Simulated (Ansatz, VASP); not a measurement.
## One calculation of Bi, two programs

Contents of INCAR:

```
ALGO     = Fast           # electronic algorithm
EDIFF    = 1E-6           # SCF threshold, eV
ENCUT    = 520            # plane-wave cutoff, eV
GGA      = PE             # functional
ISIF     = 2              # what is computed and relaxed
ISMEAR   = 0              # smearing method
IVDW     = 12             # dispersion correction
LASPH    = T              # aspherical terms in the spheres
LCHARG   = F              # write CHGCAR
LREAL    = F              # projectors in reciprocal space
LWAVE    = F              # write WAVECAR
NBANDS   = 14             # bands
NELM     = 80             # most SCF steps
PREC     = Accurate       # precision mode
SIGMA    = 0.15           # smearing width, eV
```

Contents of KPOINTS:

```
k-points
0
Gamma
  16 16 16
```

Contents of POSCAR:

```
Bi
1.0
   -1.7341300567      2.3219707539      1.8223061613
    1.7341300567     -2.3219707539      1.8223061613
    1.7341300567      2.3219707539     -1.8223061613
Bi
1
Direct
    0.0000000000      0.0000000000      0.0000000000
```

Input for Ansatz:

```yaml
crystal:
  lattice:
    - [-1.7341300567, 2.3219707539, 1.8223061613]
    - [1.7341300567, -2.3219707539, 1.8223061613]
    - [1.7341300567, 2.3219707539, -1.8223061613]
  atoms:
    - { symbol: Bi, position: [0.0, 0.0, 0.0] }
basis:
  ecutwfc: 420
kpoints:
  mp_grid: { grid: [16, 16, 16] }
hamiltonian:
  xc: pbe
  dispersion: d3bj
scf:
  occupations: { method: gaussian, width: 0.15 }
output:
  forces: true
  stress: true
  eigenvalues: true
```

Change from the starting cell: strain +e along x and -e along y -0.1500, strain +e along z and -e/2 along x and y -0.0700.

Alike in both runs: task single point; functional PBE; dispersion D3(BJ); k mesh 16 × 16 × 16; occupations gaussian, width 0.15 eV; no spin polarisation.

```csv
,VASP,Ansatz
version,VASP 6.6.1,Ansatz 0.2.0
potentials or method,"VASP PAW PBE potentials, release 64 (Bi_d), cutoff 520 eV","scalar-relativistic, plane waves, PAW"
valence electrons in the cell,15,15
```

|  | VASP | Ansatz | Ansatz less VASP |
| --- | --- | --- | --- |
| gap on the k mesh at the Fermi level (eV) | none | none | - |
| pressure (GPa) | 2.0 | 2.0 | +0.04 |
| traceless stress, the component that is largest in VASP (GPa) | -1.10 | -1.11 | -0.006 |

A gap of «none» marks a metal or a gap that the smearing closes.

Spin-orbit coupling is off throughout.
